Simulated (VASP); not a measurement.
# Zr3O (P6_322) in VASP: single point with r2SCAN

Aim: the single point of Zr3O with r2SCAN.

Program: VASP 6.6.1. These are calculated values, not measurements. Logs are shortened: lines on timing, memory, paths and dates and some standing lists are left out, and cuts for length are marked.

### 1 The cell of the first run

The structure is hexagonal, space group P6_322 (No. 182). The conventional cell has a = 5.877 Å, b = 5.877 Å, c = 5.070 Å, α = 90.00°, β = 90.00°, γ = 120.00°. Within 3.5 Å of Zr (site symmetry 2) lie 2 O at 2.31 Å and 12 Zr at 3.15 to 3.48 Å. O (site symmetry 32) has 6 Zr at 2.31 Å within 3.1 Å.

### 2 Single point, r2SCAN (biaxial strain in the a-b plane: +4.0 %)

The input, POSCAR:

```
Zr3O
1.0
    5.8770114892      0.0000000000      0.0000000000
   -2.9385057446      5.0896412479      0.0000000000
    0.0000000000      0.0000000000      5.0701518700
Zr O
6 2
Direct
    0.0000000000      0.6585419178      0.5000000000
    0.0000000000      0.3414580822      0.0000000000
    0.6585419178      0.6585419178      0.0000000000
    0.6585419178      0.0000000000      0.5000000000
    0.3414580822      0.3414580822      0.5000000000
    0.3414580822      0.0000000000      0.0000000000
    0.6666666667      0.3333333333      0.7500000000
    0.3333333333      0.6666666667      0.2500000000
```

The input, INCAR.step1:

```
ALGO = Normal
EDIFF = 1E-4
ENCUT = 520
GGA = PE
ISMEAR = 0
LASPH = T
LCHARG = F
LREAL = F
LWAVE = T
NBANDS = 52
NELM = 60
PREC = Accurate
SIGMA = 0.1
```

The input, INCAR.step2:

```
ALGO = Normal
EDIFF = 1E-6
ENCUT = 520
ISIF = 2
ISMEAR = 0
ISTART = 1
LASPH = T
LCHARG = F
LMIXTAU = T
LREAL = F
LWAVE = F
METAGGA = R2SCAN
NBANDS = 52
NELM = 60
PREC = Accurate
SIGMA = 0.1
```

The input, KPOINTS:

```
k-points
0
Gamma
  6 6 8
```

Potentials or basis: VASP PAW PBE potentials, release 64 (Zr_sv, O).

On the command line:

```sh
$ cat potpaw_PBE.64/Zr_sv/POTCAR potpaw_PBE.64/O/POTCAR > POTCAR
$ cp INCAR.step1 INCAR
$ mpirun -np 1 vasp_std > vasp.out
$ cp INCAR.step2 INCAR
$ mpirun -np 1 vasp_std > vasp.out
```

OUTCAR:

```text
EDIFF = 1E-6
   ENCUT = 520
   ISIF = 2
   ISMEAR = 0
   ISTART = 1
   LASPH = T
   LREAL = F
   METAGGA = R2SCAN
   NELM = 60
   PREC = Accurate

 ion  position               nearest neighbor table
   1  0.000  0.659  0.500-   8 2.31   7 2.31   2 3.15   2 3.15   6 3.23   6 3.23   3 3.23   3 3.23
                             4 3.35   4 3.35   5 3.35   5 3.35   5 3.48   4 3.48
   2  0.000  0.341  0.000-   7 2.31   8 2.31   1 3.15   1 3.15   4 3.23   4 3.23   5 3.23   5 3.23
                             6 3.35   6 3.35   3 3.35   3 3.35   3 3.48   6 3.48
   3  0.659  0.659  0.000-   7 2.31   8 2.31   5 3.15   5 3.15   4 3.23   4 3.23   1 3.23   1 3.23
                             6 3.35   6 3.35   2 3.35   2 3.35   2 3.48   6 3.48
   4  0.659  0.000  0.500-   7 2.31   8 2.31   6 3.15   6 3.15   2 3.23   2 3.23   3 3.23   3 3.23
                             1 3.35   5 3.35   1 3.35   5 3.35   1 3.48   5 3.48
   5  0.341  0.341  0.500-   8 2.31   7 2.31   3 3.15   3 3.15   6 3.23   6 3.23   2 3.23   2 3.23
                             4 3.35   4 3.35   1 3.35   1 3.35   1 3.48   4 3.48
   6  0.341  0.000  0.000-   8 2.31   7 2.31   4 3.15   4 3.15   5 3.23   1 3.23   1 3.23   5 3.23
                             3 3.35   2 3.35   2 3.35   3 3.35   2 3.48   3 3.48
   7  0.667  0.333  0.750-   4 2.31   2 2.31   6 2.31   1 2.31   3 2.31   5 2.31
   8  0.333  0.667  0.250-   6 2.31   1 2.31   4 2.31   2 2.31   5 2.31   3 2.31

  LATTYP: Found a hexagonal cell.
 ALAT       =     5.8770114892
 C/A-ratio  =     0.8627091983

  Lattice vectors:

 A1 = (   5.8770114892,   0.0000000000,   0.0000000000)
 A2 = (  -2.9385057446,   5.0896412479,   0.0000000000)
 A3 = (   0.0000000000,   0.0000000000,   5.0701518700)

Analysis of symmetry for initial positions (statically):
=====================================================================
 Subroutine PRICEL returns:
 Original cell was already a primitive cell.

 Routine SETGRP: Setting up the symmetry group for a
 hexagonal supercell.

 Subroutine GETGRP returns: Found 12 space group operations
 (whereof  6 operations were pure point group operations)
 out of a pool of 24 trial point group operations.

The static configuration has the point symmetry D_3 .
 The point group associated with its full space group is D_6 .

Analysis of symmetry for dynamics (positions and initial velocities):
=====================================================================
 Subroutine PRICEL returns:
 Original cell was already a primitive cell.

 Routine SETGRP: Setting up the symmetry group for a
 hexagonal supercell.

 Subroutine GETGRP returns: Found 12 space group operations
 (whereof  6 operations were pure point group operations)
 out of a pool of 24 trial point group operations.

The dynamic configuration has the point symmetry D_3 .
 The point group associated with its full space group is D_6 .

 Subroutine INISYM returns: Found 12 space group operations
 (whereof  6 operations are pure point group operations),
 and found     1 'primitive' translations

----------------------------------------------------------------------------------------

                                     Primitive cell

  volume of cell :     151.6578

  direct lattice vectors                    reciprocal lattice vectors
     5.877011489  0.000000000  0.000000000     0.170154508  0.098238751  0.000000000
    -2.938505745  5.089641248  0.000000000     0.000000000  0.196477502  0.000000000
     0.000000000  0.000000000  5.070151870     0.000000000  0.000000000  0.197232751

  length of vectors
     5.877011489  5.877011489  5.070151870     0.196477502  0.196477502  0.197232751

  position of ions in fractional coordinates (direct lattice)
     1.000000000  0.658541918  0.500000000
     1.000000000  0.341458082  0.000000000
     0.658541918  0.658541918  0.000000000
     0.658541918  0.000000000  0.500000000
     0.341458082  0.341458082  0.500000000
     0.341458082  0.000000000  0.000000000
     0.666666667  0.333333333  0.750000000
     0.333333333  0.666666667  0.250000000

  ion indices of the primitive-cell ions
   primitive index   ion index
                 1           1
                 2           2
                 3           3
                 4           4
                 5           5
                 6           6
                 7           7
                 8           8

----------------------------------------------------------------------------------------

 KPOINTS: k-points

Automatic generation of k-mesh.
 Grid dimensions read from file:
 generate k-points for:    6    6    8

 Generating k-lattice:

  Cartesian coordinates                     Fractional coordinates (reciprocal lattice)
     0.028359085  0.016373125  0.000000000     0.166666667 -0.000000000  0.000000000
     0.000000000  0.032746250  0.000000000     0.000000000  0.166666667  0.000000000
     0.000000000  0.000000000  0.024654094     0.000000000  0.000000000  0.125000000

  Length of vectors
     0.032746250  0.032746250  0.024654094

  Shift w.r.t. Gamma in fractional coordinates (k-lattice)
     0.000000000  0.000000000  0.000000000

 Subroutine IBZKPT returns following result:
 ===========================================

 Found     35 irreducible k-points:

 Following reciprocal coordinates:
            Coordinates               Weight
  0.000000  0.000000  0.000000      1.000000
  0.166667 -0.000000  0.000000      6.000000
  0.333333  0.000000  0.000000      6.000000
  0.500000 -0.000000  0.000000      3.000000
  0.166667  0.166667  0.000000      6.000000
  0.333333  0.166667  0.000000     12.000000
[... 16 lines left out ...]
  0.166667 -0.000000  0.375000     12.000000
  0.333333  0.000000  0.375000     12.000000
 [... further k-points ...]
   k-points           NKPTS =     35   k-points in BZ     NKDIM =     35   number of bands    NBANDS=     52
   number of dos      NEDOS =    301   number of ions     NIONS =      8
   total plane-waves  NPLWV =  92160
   dimension x,y,z NGX =    48 NGY =   48 NGZ =   40
   dimension x,y,z NGXF=    96 NGYF=   96 NGZF=   80
   ions per type =               6   2
   NGX,Y,Z   is equivalent  to a cutoff of  13.58, 13.58, 13.12 a.u.
   NGXF,Y,Z  is equivalent  to a cutoff of  27.16, 27.16, 26.23 a.u.
 SYSTEM =  unknown system
   PREC   = accura    normal or accurate (medium, high low for compatibility)
   ISTART =      1    job   : 0-new  1-cont  2-samecut
   ICHARG =      0    charge: 1-file 2-atom 10-const
   ISPIN  =      1    spin polarized calculation?
   LNONCOLLINEAR =      F non collinear calculations
   LSORBIT =      F    spin-orbit coupling
   LASPH  =      T    aspherical Exc in radial PAW
   ENCUT  =  520.0 eV  38.22 Ry    6.18 a.u.  10.93 10.93  9.43*2*pi/ulx,y,z
   NELM   =     60;   NELMIN=  2; NELMDL=  0     # of ELM steps
   EDIFF  = 0.1E-05   stopping-criterion for ELM
   LREAL  =      F    real-space projection
   EDIFFG = 0.1E-04   stopping-criterion for IOM
   NSW    =      0    number of steps for IOM
   IBRION =     -1    ionic relax: 0-MD 1-quasi-New 2-CG
   NFREE  =      0    steps in history (QN), initial steepest desc. (CG)
   ISIF   =      2    stress and relaxation
   ISYM   =      2    0-nonsym 1-usesym 2-fastsym
   POTIM  = 0.5000    time-step for ionic-motion
   TEBEG  =    0.0;   TEEND  =   0.0 temperature during run
   PSTRESS=    0.0 pullay stress
   NELECT =      84.0000    total number of electrons
   NUPDOWN=      -1.0000    fix difference up-down
   EMIN   =  10.00;   EMAX   =-10.00  energy-range for DOS
   EFERMI =   0.00;   METHOD = LEGACY
   ISMEAR =     0;   SIGMA  =   0.10  broadening in eV -4-tet -1-fermi 0-gaus
   EFERMI_NEDOS =   21; number of points for ismear=-14 and -15
   IALGO  =     38    algorithm
   IMIX   =      4    mixing-type and parameters
     AMIX     =   0.40;   BMIX     =  1.00
     AMIX_MAG =   1.60;   BMIX_MAG =  1.00
  volume/ion in A,a.u.               =      18.96       127.93
  Fermi-wavevector in a.u.,A,eV,Ry     =   1.344455  2.540652 24.593347  1.807560
  Thomas-Fermi vector in A             =   2.472447
   LORBIT       =      0    0 simple, 1 ext, 2 COOP (PROOUT), +10 PAW based schemes
   METAGGA = R2SCAN    functional components
   LHFCALC =     F    Hartree Fock is set to
   AEXX    =    0.0000 exact exchange contribution
   IVDW    =     0    specifies the selected vdW correction
   LEPSILON=     F    determine dielectric tensor
   LRPA    =     F    only Hartree local field effects (RPA)
 non-spin polarized calculation
 Gauss-broadening in eV      SIGMA  =   0.10
  energy-cutoff  :      520.00
  volume of cell :      151.66
 maximum number of plane-waves:      4111
 NGX is ok and might be reduce to    48
   NGX = 21   NGY = 21   NGZ = 19

 number of electron      83.9999995 magnetization

 Free energy of the ion-electron system (eV)
  ---------------------------------------------------
  ext. energy  EPLUGINS =         0.00000000
  ---------------------------------------------------
  free energy    TOTEN  =      -160.38278599 eV

  energy without entropy =     -160.35744369  energy(sigma->0) =     -160.37011484

 E-fermi :   8.9914     XC(G=0): -12.0336

 val. band max:        8.9890516082   @ k =   0.1667  -0.0000   0.3750
 cond. band min:       9.0239120189   @ k =   0.3333   0.0000   0.5000
 fundamental gap:      0.0348604108
 Fermi energy:         8.9914233432

 k-point     1 :       0.0000    0.0000    0.0000
  band No.  band energies     occupation
      1     -41.8369      2.00000
      2     -41.7087      2.00000
      3     -41.7087      2.00000
      4     -41.6904      2.00000
      5     -41.6904      2.00000
      6     -41.6811      2.00000
[... 44 lines left out ...]
     51      11.4254      0.00000
     52      12.0862      0.00000

 k-point     2 :       0.1667   -0.0000    0.0000
  band No.  band energies     occupation
      1     -41.8293      2.00000
      2     -41.7216      2.00000
      3     -41.7172      2.00000
      4     -41.6853      2.00000
      5     -41.6834      2.00000
      6     -41.6795      2.00000
[... 44 lines left out ...]
     51      11.4684      0.00000
     52      11.9054      0.00000

 k-point     3 :       0.3333    0.0000    0.0000
  band No.  band energies     occupation
      1     -41.8086      2.00000
      2     -41.7471      2.00000
      3     -41.7277      2.00000
      4     -41.6808      2.00000
      5     -41.6771      2.00000
      6     -41.6752      2.00000
[... 44 lines left out ...]
     51      11.7950      0.00000
     52      12.0034      0.00000
[... 1046 lines left out ...]
 k-point    23 :       0.1667   -0.0000    0.3750
  band No.  band energies     occupation
      1     -41.7836      2.00000
      2     -41.7263      2.00000
      3     -41.7098      2.00000
      4     -41.7071      2.00000
      5     -41.6955      2.00000
      6     -41.6946      2.00000
[... 44 lines left out ...]
     51      11.5540      0.00000
     52      11.8537      0.00000

 k-point    24 :       0.3333    0.0000    0.3750
  band No.  band energies     occupation
      1     -41.7682      2.00000
      2     -41.7252      2.00000
      3     -41.7177      2.00000
      4     -41.7130      2.00000
      5     -41.6979      2.00000
      6     -41.6952      2.00000
[... 44 lines left out ...]
     51      11.6984      0.00000
     52      11.9143      0.00000

 [... further k-points ...]
[... 5 lines left out ...]
  --------------------------------------------------------------------------------------
  -------------------------------------------------------------------------------------
  Total       -9.3718216     -9.3718216     -0.3674680     -0.0000000     -0.0000000      0.0000000
  in kB      -99.0079150    -99.0079150     -3.8820884     -0.0000000     -0.0000000      0.0000000
  external PRESSURE =     -67.2993062 kB  Pullay stress =       0.0000000 kB

 VOLUME and BASIS-vectors are now :
 -----------------------------------------------------------------------------
  energy-cutoff  :      520.00
  volume of cell :      151.66
      direct lattice vectors                 reciprocal lattice vectors
     5.877011489  0.000000000  0.000000000     0.170154508  0.098238751  0.000000000
    -2.938505745  5.089641248  0.000000000     0.000000000  0.196477502  0.000000000
     0.000000000  0.000000000  5.070151870     0.000000000  0.000000000  0.197232751

 POSITION                                       TOTAL-FORCE (eV/Angst)
 -----------------------------------------------------------------------------------
     -1.93513      3.35174      2.53508         0.063975     -0.110808     -0.000000
     -1.00338      1.73790      0.00000        -0.063975      0.110808     -0.000000
      1.93513      3.35174      0.00000        -0.063975     -0.110808      0.000000
      3.87026      0.00000      2.53508        -0.127949      0.000000     -0.000000
      1.00338      1.73790      2.53508         0.063975      0.110808     -0.000000
      2.00675      0.00000      0.00000         0.127949      0.000000     -0.000000
      2.93851      1.69655      3.80261         0.000000      0.000000     -0.000000
     -0.00000      3.39309      1.26754         0.000000      0.000000      0.000000
 -----------------------------------------------------------------------------------
    total drift:                                0.000001     -0.000001      0.000000

  FREE ENERGIE OF THE ION-ELECTRON SYSTEM (eV)
  ---------------------------------------------------
  free  energy   TOTEN  =      -160.3827859861 eV

  energy  without entropy=     -160.3574436876  energy(sigma->0) =     -160.37011484
```

Run time: 12 min. Hardware: 1 thread of AMD EPYC 9R45 (Zen 5), shared host; peak memory 0.41 GiB.

What came out:

```yaml
Free_energy: -160.3828 eV
Pressure: -6.7 GPa
Largest_force: 0.128 eV/Å
Band_gap_on_the_k_mesh: zero (bands 42 and 43 overlap by 0.81 eV)
```

Forces on the atoms (eV/Å):
```
Zr   0.064 -0.111  0.000
Zr  -0.064  0.111  0.000
Zr  -0.064 -0.111  0.000
Zr  -0.128  0.000  0.000
Zr   0.064  0.111  0.000
Zr   0.128  0.000  0.000
O    0.000  0.000  0.000
O    0.000  0.000  0.000
```

Levels at points of the mesh, in eV from the Fermi level:
```csv
k point,band 38,band 39,band 40,band 41,band 42,band 43,band 44,band 45,band 46,band 47
"(0.00, 0.00, 0.00)",-1.47,-1.30,-1.30,0.18,0.65,0.65,0.90,0.90,1.31,1.40
"(0.50, 0.00, 0.00)",-1.61,-1.43,-0.91,-0.80,-0.48,0.59,1.02,1.37,1.43,1.83
"(0.00, 0.00, 0.50)",-1.09,-0.42,-0.42,-0.17,-0.17,-0.16,-0.16,0.32,0.32,1.50
"(0.50, 0.00, 0.50)",-1.04,-0.86,-0.86,-0.39,-0.39,0.15,0.15,0.98,0.98,1.40
```

Caveat: the cell differs from its parent crystal (biaxial strain in the a-b plane: +4.0 %); the cell stands under tension; the PAW data sets were made with another functional, which shifts forces and pressure a little.
